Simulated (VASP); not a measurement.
MgCd3Te4:

```xyz
8
Lattice="4.3151 0.0000 0.0000 0.0000 4.3151 0.0000 0.0000 0.0000 12.2051" Properties=species:S:1:pos:R:3 pbc="T T T"
Mg    0.0000    0.0000    0.0000
Cd    2.1576    2.1576    3.0513
Cd    0.0000    0.0000    6.1025
Cd    2.1576    2.1576    9.1538
Te    2.1576    0.0000    1.5256
Te    0.0000    2.1576    4.5769
Te    2.1576    0.0000    7.6282
Te    0.0000    2.1576   10.6794
```

```yaml
Program: VASP 6.6.1
Task: relaxation of cell and atoms
Functional: PBE
Potentials_or_basis: VASP PAW PBE potentials, release 64 (Mg, Cd, Te)
Cutoff: 600 eV
k_mesh: 4 × 4 × 2
Occupations: gaussian, width 0.1 eV
Spin: no spin polarisation
```

At the start: pressure 14.2 GPa; volume 28.41 Å³/atom.

Q: Where does the relaxation end?

A: Over 9 steps the energy falls by 270.6 meV/atom and the volume is 35.90 Å³/atom (+26.4 %); space group P-4m2 (No. 115, to 0.1 Å) before and after.

The path:
| step | energy change (eV) | largest force (eV/Å) | pressure (GPa) | volume (Å³) |
| --- | --- | --- | --- | --- |
| 1 | 0.0000 | 0.7123 | 14.21 | 227.26 |
| 2 | -1.8201 | 0.0716 | -2.97 | 320.60 |
| 3 | -2.1578 | 0.1102 | 0.11 | 286.62 |
| 4 | -2.1582 | 0.1042 | -0.04 | 287.91 |
| 5 | -2.1598 | 0.0845 | -0.04 | 287.83 |
| 6 | -2.1631 | 0.0531 | -0.02 | 287.58 |
| 7 | -2.1629 | 0.0921 | 0.01 | 287.07 |
| 8 | -2.1641 | 0.0544 | -0.01 | 287.33 |
| 9 | -2.1650 | 0.0353 | 0.01 | 287.17 |

Final structure:
```
Mg Cd Te
1.0
     4.68922    0.00000    0.00000
     0.00000    4.68922    0.00000
     0.00000    0.00000   13.05987
Mg Cd Te
1 3 4
Direct
  0.00000 0.00000 0.00000
  0.50000 0.50000 0.24806
  0.00000 0.00000 0.50000
  0.50000 0.50000 0.75194
  0.50000 0.00000 0.12049
  0.00000 0.50000 0.37441
  0.50000 0.00000 0.62559
  0.00000 0.50000 0.87951
```

Caveat: the volume moved by over 15 % at a fixed basis, so the end points are rough.
